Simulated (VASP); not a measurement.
Input of a VASP 6.6.1 run:

The input INCAR:

```
SYSTEM = GaN
ALGO = Normal
EDIFF = 1E-6
ENCUT = 520
GGA = PS
ISIF = 2
ISMEAR = -1
LASPH = .TRUE.
LCHARG = .FALSE.
LREAL = .FALSE.
LWAVE = .FALSE.
NBANDS = 16
NELM = 100
PREC = Accurate
SIGMA = 0.02
```

Contents of KPOINTS:

```
k-points
0
G
  8 8 8
  0 0 0
```

File POSCAR:

```
GaN
1.0
    0.0000000000      2.2490116777      2.2490116777
    2.2490116777      0.0000000000      2.2490116777
    2.2490116777      2.2490116777      0.0000000000
Ga N
1 1
Direct
    0.0000000000      0.0000000000      0.0000000000
    0.7500000000      0.7500000000      0.7500000000
```

Potentials or basis: VASP PAW PBE potentials, release 64 (Ga_d, N).

The run is started by

```bash
$ cat potpaw_PBE.64/Ga_d/POTCAR potpaw_PBE.64/N/POTCAR > POTCAR
$ mpirun -np 1 vasp_std > vasp.out
```

Problem. Predict the band gap on the k mesh.

Solution. 1.72 eV, direct.

Problem. Estimate the pressure.

Solution. -0.2 GPa.

Caveat: the PAW data sets were made with another functional, which shifts forces and pressure a little. As with any semilocal functional, this PBEsol gap is likely too small.
